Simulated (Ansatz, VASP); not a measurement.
**NaI: VASP beside Ansatz**

Contents of INCAR:

```
ALGO     = Normal         # electronic algorithm
EDIFF    = 1E-7           # SCF threshold, eV
ENCUT    = 520            # plane-wave cutoff, eV
GGA      = CA             # functional
ISIF     = 2              # what is computed and relaxed
ISMEAR   = 0              # smearing method
LASPH    = T              # aspherical terms in the spheres
LCHARG   = T              # write CHGCAR
LELF     = T              # ELF
LREAL    = F              # projectors in reciprocal space
LVHAR    = T            
LWAVE    = F              # write WAVECAR
NBANDS   = 14             # bands
NELM     = 100            # most SCF steps
PREC     = Accurate       # precision mode
SIGMA    = 0.01           # smearing width, eV
```

Contents of KPOINTS:

```
k-points
0
Gamma
  8 8 8
```

Contents of POSCAR:

```
NaI
1.0
    0.0000000000      3.2296266398      3.2296266398
    3.2296266398      0.0000000000      3.2296266398
    3.2296266398      3.2296266398      0.0000000000
Na I
1 1
Direct
    0.0000000000      0.0000000000      0.0000000000
    0.5000000000      0.5000000000      0.5000000000
```

Input for Ansatz:

```yaml
crystal:
  lattice:
    - [0.0, 3.2296266398, 3.2296266398]
    - [3.2296266398, 0.0, 3.2296266398]
    - [3.2296266398, 3.2296266398, 0.0]
  atoms:
    - { symbol: Na, position: [0.0, 0.0, 0.0] }
    - { symbol: I, position: [0.5, 0.5, 0.5] }
kpoints:
  mp_grid: { grid: [8, 8, 8] }
  band_path:
    path:
      - [0.0, 0.0, 0.0]
      - [0.5, 0.0, 0.5]
      - [0.625, 0.25, 0.625]
      - [0.375, 0.375, 0.75]
      - [0.5, 0.5, 0.5]
      - [0.5, 0.25, 0.75]
    npoints: 1
hamiltonian:
  xc: lda
scf:
  occupations: { method: fixed }
  n_extra_bands: 4
output:
  forces: true
  stress: true
  eigenvalues: true
```

Alike in both runs: task single point; functional LDA; k mesh 8 × 8 × 8; no spin polarisation.

|  | VASP | Ansatz |
| --- | --- | --- |
| version | VASP 6.6.1 | Ansatz 0.2.0 |
| potentials or method | VASP PAW LDA potentials, release 64 (Na_pv, I) | plane waves, PAW |
| plane-wave cutoff (eV) | 520 | 420 |
| occupations | gaussian, width 0.01 eV | fixed |
| valence electrons in the cell | 14 | 26 |

Ansatz gave:

* gap on the k mesh at the Fermi level (eV): 3.35
* pressure (GPa): -1.6

Q: Estimate VASP's values.

A: gap on the k mesh at the Fermi level (eV): 3.36; pressure (GPa): -1.5.

LDA's correlation is that of Perdew and Zunger in VASP and of Perdew and Wang (1992) in Ansatz. VASP's potentials hold 14 valence electrons a cell and Ansatz's 26, so a difference there can come from the potentials and not from the codes.

Neither program's run includes spin-orbit coupling.
